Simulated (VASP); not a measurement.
Input of a VASP 6.6.1 run:

INCAR

```
SYSTEM = Sc3BN2
PREC = Accurate ; ENCUT = 600
EDIFF = 1E-6 ; ISMEAR = 0
SIGMA = 0.1 ; LREAL = .FALSE.
LASPH = .TRUE. ; NELM = 150
ALGO = Normal ; ISIF = 3
LWAVE = .FALSE. ; LCHARG = .FALSE.
ISPIN = 2 ; MAGMOM = 0 0 0 0 1 1
LORBIT = 11 ; LMAXMIX = 4
GGA = PE ; IBRION = 2
NSW = 90 ; EDIFFG = -0.04
```

The input KPOINTS:

```
Automatic mesh
0
G
  4 4 4
  0 0 0
```

Contents of POSCAR:

```
Sc3BN2
1.0
    4.3316837900      0.0000000000      0.0000000000
    0.0000000000      4.3316837900      0.0000000000
    0.0000000000      0.0000000000      5.0017590800
Sc B N
3 1 2
Direct
    0.5000000000      0.5000000000      0.5000000000
    0.5000000000      0.5000000000      0.0000000000
    0.0000000000      0.0000000000      0.5000000000
    0.0000000000      0.0000000000      0.0000000000
    0.0000000000      0.5000000000      0.5000000000
    0.5000000000      0.0000000000      0.5000000000
```

Potentials or basis: VASP PAW PBE potentials, release 64 (Sc_sv, B, N).

Launch:

```console
$ cat potpaw_PBE.64/Sc_sv/POTCAR potpaw_PBE.64/B/POTCAR potpaw_PBE.64/N/POTCAR > POTCAR
$ mpirun -np 1 vasp_std > vasp.out
```

(1) What does it give for the net moment?

(2) What does it give for the relaxed cell?

(3) Predict the space group after relaxing (to 0.1 Å).

(4) Predict the relaxed volume.

## Answers

(1) 0.00 μB per cell.

(2) a = 4.181 Å, b = 4.181 Å, c = 6.233 Å, α = 90.00°, β = 90.00°, γ = 90.00°.

(3) P4/mmm (No. 123).

(4) 18.16 Å³/atom.

Caveat: the k points lie up to 0.38 Å⁻¹ apart in the final cell, too coarse for converged energies and pressures of a metal; the volume moved by over 15 % at a fixed basis, so the end points are rough.
